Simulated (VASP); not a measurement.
**TaN (WC type): single point with PBE**

The system is TaN (WC type).

```
Ta N
1.0
     2.79856    0.00000    0.00000
    -1.39928    2.42363    0.00000
     0.00000    0.00000    2.77470
Ta N
1 1
Direct
  0.00000 0.00000 0.00000
  0.33333 0.66667 0.50000
```

```yaml
Program: VASP 6.6.1
Task: single point
Functional: PBE
Potentials_or_basis: VASP PAW PBE potentials, release 64 (Ta_pv, N)
Cutoff: 600 eV
k_mesh: 16 × 16 × 14
Occupations: fermi-dirac, width 0.08 eV
Spin: no spin polarisation
Dipole_correction: no
Further_INCAR_settings: ALGO = Normal; EDIFF = 1e-06; NBANDS = 15
```

```json
{
  "Pressure": "70.5 GPa",
  "Band gap on the k mesh": "zero (bands 8 and 9 overlap by 0.31 eV)"
}
```

Stress tensor (GPa, compression positive):
```
70.35  0.00  0.00
 0.00 70.35  0.00
 0.00  0.00 70.68
```

Levels at points of the mesh, in eV from the Fermi level:
```csv
k point,band 4,band 5,band 6,band 7,band 8,band 9,band 10,band 11,band 12,band 13
"(0.00, 0.00, 0.00)",-18.83,-5.12,-5.12,-4.92,-3.13,3.34,4.18,4.18,4.80,4.80
"(0.50, 0.00, 0.00)",-15.97,-9.04,-6.02,-4.10,-3.37,3.53,4.97,5.96,6.44,8.78
"(0.00, 0.00, 0.50)",-15.35,-10.20,-4.17,-4.17,-0.16,-0.16,2.64,3.81,3.81,9.48
"(0.50, 0.00, 0.50)",-16.70,-8.13,-6.72,-6.44,-0.06,5.18,6.55,7.25,8.46,12.18
```

It took 59 s on 1 thread of Intel Xeon 8259CL, on a shared host, peak memory 0.21 GiB.

Caveat: the cell stands under pressure; spin-orbit coupling is left out, which moves the levels of the heavy elements.
